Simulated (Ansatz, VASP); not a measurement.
## HCl: VASP beside Ansatz

```
H Cl
1.0
     0.00000    2.67500    2.72653
     2.51500    0.00000    2.72653
     2.51500    2.67500    0.00000
H Cl
1 1
Direct
  0.00000 0.00000 0.00000
  0.50000 0.50000 0.50000
```

Change from the starting cell: strain -0.0450 x Voigt [0, 0, 1, 0, 0, 0], atoms carried along.

Alike in both runs: task single point; functional PBEsol; k mesh 16 × 16 × 16; occupations gaussian, width 0.15 eV; no spin polarisation.

|  | VASP | Ansatz |
| --- | --- | --- |
| version | VASP 6.6.1 | Ansatz 0.2.0 |
| potentials or method | VASP PAW PBE potentials, release 64 (H, Cl), cutoff 520 eV | scalar-relativistic, plane waves, PAW |
| valence electrons in the cell | 8 | 8 |

|  | VASP | Ansatz | Ansatz less VASP |
| --- | --- | --- | --- |
| gap on the k mesh at the Fermi level (eV) | none | none | - |
| pressure (GPa) | -11.1 | -11.0 | +0.06 |
| traceless stress, the component that is largest in VASP (GPa) | -4.35 | -4.34 | +0.015 |

VASP's potentials were made for PBE, not for PBEsol. A gap of «none» marks a metal or a gap that the smearing closes.
